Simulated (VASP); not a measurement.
# YCoO3 (Pm-3m) in VASP: further runs

The runs below take YCoO3 through single point, with LDA.

Program: VASP 6.6.1. These are calculated values, not measurements. Logs are shortened: lines on timing, memory, paths and dates and some standing lists are left out, and cuts for length are marked.

**1. The cell of the first run**

Symmetry: Pm-3m, No. 221, cubic system. Conventional cell: a = 3.786 Å, b = 3.786 Å, c = 3.786 Å, α = 90.00°, β = 90.00°, γ = 90.00°. Within 3.5 Å of Y (site symmetry m-3m) lie 12 O at 2.68 Å and 8 Co at 3.28 Å. Co (site symmetry m-3m) has 6 O at 1.89 Å within 2.5 Å. O (site symmetry 4/mmm) has 2 Co at 1.89 Å within 2.5 Å.

**2. Single point, LDA, collinear spin, ferromagnetic start**

The input, INCAR:

```
ALGO = Normal ; EDIFF = 1E-7
ENCUT = 520 ; ISIF = 2
ISMEAR = -1 ; ISPIN = 2
LASPH = T ; LCHARG = F
LMAXMIX = 4 ; LORBIT = 11
LREAL = F ; LWAVE = F
MAGMOM = 0 2.5 0 0 0 ; NBANDS = 31
NELM = 150 ; PREC = Accurate
SIGMA = 0.1
```

The input, KPOINTS:

```
k-points
0
Gamma
  5 5 5
```

The input, POSCAR:

```
YCoO3
1.0
    3.7858310000      0.0000000000      0.0000000000
    0.0000000000      3.7858310000      0.0000000000
    0.0000000000      0.0000000000      3.7858310000
Y Co O
1 1 3
Direct
    0.0000000000      0.0000000000      0.0000000000
    0.5000000000      0.5000000000      0.5000000000
    0.5000000000      0.5000000000      0.0000000000
    0.5000000000      0.0000000000      0.5000000000
    0.0000000000      0.5000000000      0.5000000000
```

Potentials or basis: VASP PAW LDA potentials, release 64 (Y_sv, Co, O).

The run is started by

```console
cat potpaw_LDA.64/Y_sv/POTCAR potpaw_LDA.64/Co/POTCAR potpaw_LDA.64/O/POTCAR > POTCAR
mpirun -np 1 vasp_std > vasp.out
```

OUTCAR:

```text
EDIFF = 1E-7
   ENCUT = 520
   ISIF = 2
   ISMEAR = -1
   ISPIN = 2
   LASPH = T
   LORBIT = 11
   LREAL = F
   NELM = 150
   PREC = Accurate

 ion  position               nearest neighbor table
   1  0.000  0.000  0.000-   3 2.68   4 2.68   5 2.68   4 2.68   5 2.68   3 2.68   5 2.68   5 2.68
                             3 2.68   4 2.68   4 2.68   3 2.68   2 3.28   2 3.28   2 3.28   2 3.28
   2  0.500  0.500  0.500-   3 1.89   4 1.89   5 1.89   3 1.89   4 1.89   5 1.89   1 3.28   1 3.28
                             1 3.28   1 3.28   1 3.28   1 3.28   1 3.28   1 3.28
   3  0.500  0.500  0.000-   2 1.89   2 1.89   1 2.68   1 2.68   1 2.68   1 2.68
   4  0.500  0.000  0.500-   2 1.89   2 1.89   1 2.68   1 2.68   1 2.68   1 2.68
   5  0.000  0.500  0.500-   2 1.89   2 1.89   1 2.68   1 2.68   1 2.68   1 2.68

  LATTYP: Found a simple cubic cell.
 ALAT       =     3.7858310000

  Lattice vectors:

 A1 = (   3.7858310000,   0.0000000000,   0.0000000000)
 A2 = (   0.0000000000,   3.7858310000,   0.0000000000)
 A3 = (   0.0000000000,   0.0000000000,   3.7858310000)

Analysis of symmetry for initial positions (statically):
=====================================================================
 Subroutine PRICEL returns:
 Original cell was already a primitive cell.

 Routine SETGRP: Setting up the symmetry group for a
 simple cubic supercell.

 Subroutine GETGRP returns: Found 48 space group operations
[... 9 lines left out ...]

 Routine SETGRP: Setting up the symmetry group for a
 simple cubic supercell.

 Subroutine GETGRP returns: Found 48 space group operations
 (whereof 48 operations were pure point group operations)
 out of a pool of 48 trial point group operations.

The dynamic configuration has the point symmetry O_h .

Analysis of structural, dynamic, and magnetic symmetry:
=====================================================================
 Subroutine PRICEL returns:
 Original cell was already a primitive cell.

 Routine SETGRP: Setting up the symmetry group for a
 simple cubic supercell.

 Subroutine GETGRP returns: Found 48 space group operations
 (whereof 48 operations were pure point group operations)
 out of a pool of 48 trial point group operations.

The overall configuration has the point symmetry O_h .

 Subroutine INISYM returns: Found 48 space group operations
[... 5 lines left out ...]
                                     Primitive cell

  volume of cell :      54.2605

  direct lattice vectors                    reciprocal lattice vectors
     3.785831000  0.000000000  0.000000000     0.264142800  0.000000000  0.000000000
     0.000000000  3.785831000  0.000000000     0.000000000  0.264142800  0.000000000
     0.000000000  0.000000000  3.785831000     0.000000000  0.000000000  0.264142800

  length of vectors
     3.785831000  3.785831000  3.785831000     0.264142800  0.264142800  0.264142800

  position of ions in fractional coordinates (direct lattice)
     0.000000000  0.000000000  0.000000000
     0.500000000  0.500000000  0.500000000
     0.500000000  0.500000000  0.000000000
     0.500000000  0.000000000  0.500000000
     0.000000000  0.500000000  0.500000000

  ion indices of the primitive-cell ions
   primitive index   ion index
                 1           1
                 2           2
                 3           3
                 4           4
                 5           5

----------------------------------------------------------------------------------------

 KPOINTS: k-points

Automatic generation of k-mesh.
 Grid dimensions read from file:
 generate k-points for:    5    5    5

 Generating k-lattice:

  Cartesian coordinates                     Fractional coordinates (reciprocal lattice)
     0.052828560  0.000000000  0.000000000     0.200000000  0.000000000  0.000000000
     0.000000000  0.052828560  0.000000000     0.000000000  0.200000000  0.000000000
     0.000000000  0.000000000  0.052828560     0.000000000  0.000000000  0.200000000

  Length of vectors
     0.052828560  0.052828560  0.052828560

  Shift w.r.t. Gamma in fractional coordinates (k-lattice)
     0.000000000  0.000000000  0.000000000

 Subroutine IBZKPT returns following result:
 ===========================================

 Found     10 irreducible k-points:

 Following reciprocal coordinates:
            Coordinates               Weight
  0.000000  0.000000  0.000000      1.000000
  0.200000  0.000000  0.000000      6.000000
  0.400000  0.000000  0.000000      6.000000
  0.200000  0.200000  0.000000     12.000000
  0.400000  0.200000  0.000000     24.000000
  0.400000  0.400000  0.000000     12.000000
  0.200000  0.200000  0.200000      8.000000
  0.400000  0.200000  0.200000     24.000000
  0.400000  0.400000  0.200000     24.000000
  0.400000  0.400000  0.400000      8.000000
   k-points           NKPTS =     10   k-points in BZ     NKDIM =     10   number of bands    NBANDS=     31
   number of dos      NEDOS =    301   number of ions     NIONS =      5
   total plane-waves  NPLWV =  21952
   dimension x,y,z NGX =    28 NGY =   28 NGZ =   28
   dimension x,y,z NGXF=    56 NGYF=   56 NGZF=   56
   ions per type =               1   1   3
   NGX,Y,Z   is equivalent  to a cutoff of  12.30, 12.30, 12.30 a.u.
   NGXF,Y,Z  is equivalent  to a cutoff of  24.59, 24.59, 24.59 a.u.
 SYSTEM =  unknown system
   PREC   = accura    normal or accurate (medium, high low for compatibility)
   ISTART =      0    job   : 0-new  1-cont  2-samecut
   ICHARG =      2    charge: 1-file 2-atom 10-const
   ISPIN  =      2    spin polarized calculation?
   LNONCOLLINEAR =      F non collinear calculations
   LSORBIT =      F    spin-orbit coupling
   LASPH  =      T    aspherical Exc in radial PAW
   ENCUT  =  520.0 eV  38.22 Ry    6.18 a.u.   7.04  7.04  7.04*2*pi/ulx,y,z
   NELM   =    150;   NELMIN=  2; NELMDL= -5     # of ELM steps
   EDIFF  = 0.1E-06   stopping-criterion for ELM
   LREAL  =      F    real-space projection
   EDIFFG = 0.1E-05   stopping-criterion for IOM
   NSW    =      0    number of steps for IOM
   IBRION =     -1    ionic relax: 0-MD 1-quasi-New 2-CG
   NFREE  =      0    steps in history (QN), initial steepest desc. (CG)
   ISIF   =      2    stress and relaxation
   ISYM   =      2    0-nonsym 1-usesym 2-fastsym
   POTIM  = 0.5000    time-step for ionic-motion
   TEBEG  =    0.0;   TEEND  =   0.0 temperature during run
   PSTRESS=    0.0 pullay stress
   NELECT =      38.0000    total number of electrons
   NUPDOWN=      -1.0000    fix difference up-down
   EMIN   =  10.00;   EMAX   =-10.00  energy-range for DOS
   EFERMI =   0.00;   METHOD = LEGACY
   ISMEAR =    -1;   SIGMA  =   0.10  broadening in eV -4-tet -1-fermi 0-gaus
   EFERMI_NEDOS =   21; number of points for ismear=-14 and -15
   IALGO  =     38    algorithm
   IMIX   =      4    mixing-type and parameters
     AMIX     =   0.40;   BMIX     =  1.00
     AMIX_MAG =   1.60;   BMIX_MAG =  1.00
  volume/ion in A,a.u.               =      10.85        73.23
  Fermi-wavevector in a.u.,A,eV,Ry     =   1.453812  2.747306 28.756842  2.113568
  Thomas-Fermi vector in A             =   2.571035
   LORBIT       =     11    0 simple, 1 ext, 2 COOP (PROOUT), +10 PAW based schemes
   GGA     = CA    functional components
   LHFCALC =     F    Hartree Fock is set to
   AEXX    =    0.0000 exact exchange contribution
   IVDW    =     0    specifies the selected vdW correction
   LEPSILON=     F    determine dielectric tensor
   LRPA    =     F    only Hartree local field effects (RPA)
 spin polarized calculation
  energy-cutoff  :      520.00
  volume of cell :       54.26
 maximum number of plane-waves:      1475
   NGX = 15   NGY = 15   NGZ = 15

 number of electron      37.9999971 magnetization       1.0654730

 Free energy of the ion-electron system (eV)
  ---------------------------------------------------
  ext. energy  EPLUGINS =         0.00000000
  ---------------------------------------------------
  free energy    TOTEN  =       -43.07500001 eV

  energy without entropy =      -42.94334735  energy(sigma->0) =      -43.00917368

 E-fermi :   5.8831     XC(G=0): -12.3062

 val. band max:        5.8721900157   @ k =   0.4000   0.0000   0.0000
 cond. band min:       6.0020622446   @ k =   0.2000   0.2000   0.0000
 fundamental gap:      0.1298722289
 Fermi energy:         5.8830725928

 spin component 1

 k-point     1 :       0.0000    0.0000    0.0000
  band No.  band energies     occupation
      1     -36.9391      1.00000
      2     -16.9042      1.00000
      3     -16.9042      1.00000
      4     -16.9042      1.00000
      5     -13.6380      1.00000
      6     -11.7537      1.00000
[... 23 lines left out ...]
     30      20.9637      0.00000
     31      20.9637      0.00000

 k-point     2 :       0.2000    0.0000    0.0000
  band No.  band energies     occupation
      1     -36.9347      1.00000
      2     -17.0618      1.00000
      3     -16.8949      1.00000
      4     -16.8949      1.00000
      5     -13.3454      1.00000
      6     -11.7915      1.00000
[... 23 lines left out ...]
     30      20.6761      0.00000
     31      20.6761      0.00000

 k-point     3 :       0.4000    0.0000    0.0000
  band No.  band energies     occupation
      1     -36.9274      1.00000
      2     -17.2880      1.00000
      3     -16.8799      1.00000
      4     -16.8799      1.00000
      5     -12.7367      1.00000
      6     -12.0200      1.00000
[... 227 lines left out ...]
     30      18.5678      0.00000
     31      19.2008      0.00000

 k-point    10 :       0.4000    0.4000    0.4000
  band No.  band energies     occupation
      1     -36.9061      1.00000
      2     -17.0775      1.00000
      3     -17.0516      1.00000
      4     -17.0516      1.00000
      5     -12.1378      1.00000
      6     -11.9892      1.00000
[... 23 lines left out ...]
     30      17.8387      0.00000
     31      19.2950      0.00000
 Fermi energy:         5.8830725928

 spin component 2

 k-point     1 :       0.0000    0.0000    0.0000
  band No.  band energies     occupation
      1     -36.9378      1.00000
      2     -16.9024      1.00000
      3     -16.9024      1.00000
      4     -16.9024      1.00000
      5     -13.5840      1.00000
      6     -11.6879      1.00000
[... 23 lines left out ...]
     30      21.0106      0.00000
     31      21.0106      0.00000

 k-point     2 :       0.2000    0.0000    0.0000
  band No.  band energies     occupation
      1     -36.9333      1.00000
      2     -17.0582      1.00000
      3     -16.8932      1.00000
      4     -16.8932      1.00000
      5     -13.2927      1.00000
      6     -11.7298      1.00000
[... 23 lines left out ...]
     30      20.7292      0.00000
     31      20.7292      0.00000

 k-point     3 :       0.4000    0.0000    0.0000
  band No.  band energies     occupation
      1     -36.9261      1.00000
      2     -17.2824      1.00000
      3     -16.8782      1.00000
      4     -16.8782      1.00000
      5     -12.6846      1.00000
      6     -11.9662      1.00000
[... 227 lines left out ...]
     30      18.6413      0.00000
     31      19.2695      0.00000

 k-point    10 :       0.4000    0.4000    0.4000
  band No.  band energies     occupation
      1     -36.9048      1.00000
      2     -17.0749      1.00000
      3     -17.0494      1.00000
      4     -17.0494      1.00000
      5     -12.0864      1.00000
      6     -11.9365      1.00000
[... 23 lines left out ...]
     30      17.8781      0.00000
     31      19.4077      0.00000

------------------------ aborting loop because EDIFF is reached ----------------------------------------

  FORCE on cell =-STRESS in cart. coord.  units (eV):
  Direction    XX          YY          ZZ          XY          YZ          ZX
  --------------------------------------------------------------------------------------
  -------------------------------------------------------------------------------------
  Total       -6.8762812     -6.8762812     -6.8762812     -0.0000000     -0.0000000      0.0000000
  in kB     -203.0395019   -203.0395019   -203.0395019     -0.0000000     -0.0000000      0.0000000
  external PRESSURE =    -203.0395019 kB  Pullay stress =       0.0000000 kB

 VOLUME and BASIS-vectors are now :
 -----------------------------------------------------------------------------
  energy-cutoff  :      520.00
  volume of cell :       54.26
      direct lattice vectors                 reciprocal lattice vectors
     3.785831000  0.000000000  0.000000000     0.264142800  0.000000000  0.000000000
     0.000000000  3.785831000  0.000000000     0.000000000  0.264142800  0.000000000
     0.000000000  0.000000000  3.785831000     0.000000000  0.000000000  0.264142800

 POSITION                                       TOTAL-FORCE (eV/Angst)
 -----------------------------------------------------------------------------------
      0.00000      0.00000      0.00000         0.000000      0.000000      0.000000
      1.89292      1.89292      1.89292         0.000000      0.000000      0.000000
      1.89292      1.89292      0.00000         0.000000      0.000000      0.000000
      1.89292      0.00000      1.89292         0.000000      0.000000      0.000000
      0.00000      1.89292      1.89292         0.000000      0.000000      0.000000
 -----------------------------------------------------------------------------------
    total drift:                                0.000000      0.000000      0.000000

  FREE ENERGIE OF THE ION-ELECTRON SYSTEM (eV)
  ---------------------------------------------------
  free  energy   TOTEN  =       -43.0750000131 eV

  energy  without entropy=      -42.9433473525  energy(sigma->0) =      -43.00917368

 total charge

# of ion       s       p       d       f       tot
--------------------------------------------------
    1        2.119   6.221   0.707   0.074   9.121
    2        0.426   0.677   7.322   0.000   8.425
    3        1.551   3.415   0.000   0.000   4.966
    4        1.551   3.415   0.000   0.000   4.966
    5        1.551   3.415   0.000   0.000   4.966
--------------------------------------------------
tot          7.197  17.143   8.029   0.074  32.443

 magnetization (x)

# of ion       s       p       d       f       tot
--------------------------------------------------
    1        0.001   0.005  -0.000   0.000   0.007
    2        0.010   0.002   0.941   0.000   0.954
    3        0.005   0.018   0.000   0.000   0.023
    4        0.005   0.018   0.000   0.000   0.023
    5        0.005   0.018   0.000   0.000   0.023
--------------------------------------------------
tot          0.027   0.062   0.941   0.000   1.030
```

It took 23 s on 1 thread of Intel Xeon Platinum 8488C (Sapphire Rapids), shared host; peak memory 0.18 GiB.

What came out:

```yaml
Free_energy: -43.0750 eV
Pressure: -20.3 GPa
Net_moment: 1.07 μB per cell
Site_moments: Y +0.01; Co +0.95; O +0.02 μB
Valence_electrons_inside_the_program's_atomic_spheres: Y 9.12; Co 8.43; O 4.97
```

Caveat: a cell with one magnetic atom can't hold antiferromagnetic order, which such compounds often take; semilocal functionals often make such compounds metallic where correlation or magnetic order opens a gap, which also shifts bond lengths.

**3. Single point, LDA, collinear spin, ferromagnetic start**

The input, INCAR:

```
SYSTEM = YCoO3
  PREC = Accurate
  ENCUT = 520
  EDIFF = 1E-6
  ISMEAR = -1
  SIGMA = 0.1
  LREAL = .False.
  LASPH = .True.
  NELM = 150
  ALGO = Normal
  ISIF = 2
  LWAVE = .False.
  LCHARG = .False.
  ISPIN = 2
  MAGMOM = 0 2.5 0 0 0
  LORBIT = 11
  LMAXMIX = 4
  GGA = CA
  NBANDS = 31
```

The input, KPOINTS:

```
Automatic mesh
0
Gamma
  5 5 5
  0 0 0
```

POSCAR is that of step 2.

Potentials or basis: VASP PAW LDA potentials, release 64 (Y_sv, Co, O).

The run is started by

```console
cat potpaw_LDA.64/Y_sv/POTCAR potpaw_LDA.64/Co/POTCAR potpaw_LDA.64/O/POTCAR > POTCAR
mpirun -np 1 vasp_std > vasp.out
```

Run time: 20 s. Hardware: 1 thread of Intel Xeon Platinum 8488C (Sapphire Rapids), shared host; peak memory 0.17 GiB.

Results (log left out):

* Free energy: -43.0750 eV
* Pressure: -20.3 GPa
* Net moment: 1.07 μB per cell
* Site moments: Y +0.01; Co +0.95; O +0.02 μB
* Valence electrons inside the program's atomic spheres: Y 9.12; Co 8.43; O 4.97

Levels at points of the mesh, in eV from the Fermi level:
Spin up:
| k point | band 17 | band 18 | band 19 | band 20 | band 21 | band 22 | band 23 | band 24 |
| --- | --- | --- | --- | --- | --- | --- | --- | --- |
| (0.00, 0.00, 0.00) | -2.00 | -2.00 | -2.00 | -1.29 | -1.29 | 1.52 | 1.52 | 3.62 |
Spin down:
```tsv
k point	band 15	band 16	band 17	band 18	band 19	band 20	band 21	band 22	band 23	band 24
(0.00, 0.00, 0.00)	-1.96	-1.96	-1.57	-1.57	-1.57	-0.36	-0.36	1.55	1.55	3.64
```

Caveat: a cell with one magnetic atom can't hold antiferromagnetic order, which such compounds often take; semilocal functionals often make such compounds metallic where correlation or magnetic order opens a gap, which also shifts bond lengths. With open d or f shells a metallic result of LDA can be an artefact of self-interaction; +U or a hybrid may open a gap.
